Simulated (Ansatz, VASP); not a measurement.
# Zr: VASP beside Ansatz

```
Zr
1.0
     0.00000    2.26462    2.26462
     2.26462    0.00000    2.26462
     2.26462    2.26462    0.00000
Zr
1
Direct
  0.00000 0.00000 0.00000
```

Alike in both runs: task single point; functional PBE; k mesh 10 × 10 × 10; occupations gaussian, width 0.1 eV; no spin polarisation.

|  | VASP | Ansatz |
| --- | --- | --- |
| version | VASP 6.6.1 | Ansatz 0.2.0 |
| potentials or method | VASP PAW PBE potentials, release 64 (Zr_sv), cutoff 500 eV | scalar-relativistic, plane waves, PAW |
| valence electrons in the cell | 12 | 12 |

|  | VASP | Ansatz | Ansatz less VASP |
| --- | --- | --- | --- |
| gap on the k mesh at the Fermi level (eV) | none | none | - |
| pressure (GPa) | 0.1 | 0.1 | +0.06 |

A gap of «none» marks a metal or a gap that the smearing closes. Ansatz's warnings: force scf threshold loose, published levels not confirmed, stress scf threshold loose.
